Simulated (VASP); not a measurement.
Write the native input for VASP 6.6.1 that does the following.

| Property | Result |
| --- | --- |
| Task | single point |
| Functional | PBE |
| Potentials or basis | VASP PAW PBE potentials, release 64 (Rb_sv, Cu) |
| Cutoff | 520 eV |
| k mesh | 6 × 6 × 4 |
| Occupations | gaussian, width 0.1 eV |
| Spin | no spin polarisation |
| Dipole correction | no |
| Further INCAR settings | ALGO = Normal; EDIFF = 1e-06; NBANDS = 17 |

The structure of RbCu lies in POSCAR:

```
RbCu
1.0
    4.3659906700      0.0000000000      0.0000000000
   -2.1829953400      3.7810588400      0.0000000000
    0.0000000000      0.0000000000      6.0888533200
Rb Cu
1 1
Direct
    0.0000000000      0.0000000000      0.0000000000
    0.3333333300      0.6666666700      0.5000000000
```

One way to write it, as run:

INCAR

```
  PREC = Accurate
  ENCUT = 520
  EDIFF = 1E-6
  ISMEAR = 0
  SIGMA = 0.1
  LREAL = False
  LASPH = True
  NELM = 60
  ALGO = Normal
  ISIF = 2
  LWAVE = False
  LCHARG = False
  GGA = PE
  NBANDS = 17
```

KPOINTS

```
regular mesh
0
Gamma
  6 6 4
```

Potentials or basis: VASP PAW PBE potentials, release 64 (Rb_sv, Cu).

Launch:

```console
$ cat potpaw_PBE.64/Rb_sv/POTCAR potpaw_PBE.64/Cu/POTCAR > POTCAR
$ mpirun -np 1 vasp_std > vasp.out
```

Results of the run:

The pressure is -1.3 GPa and the band gap on the k mesh is zero (band 10 reaches -0.09 eV, above the bottom of band 11 at -0.74 eV).

Run time: 25 s on 1 thread of Intel(R) Xeon(R) Platinum 8259CL CPU @ 2.50GHz (Skylake/Cascade Lake), with other jobs on the host, peak memory 0.22 GiB.
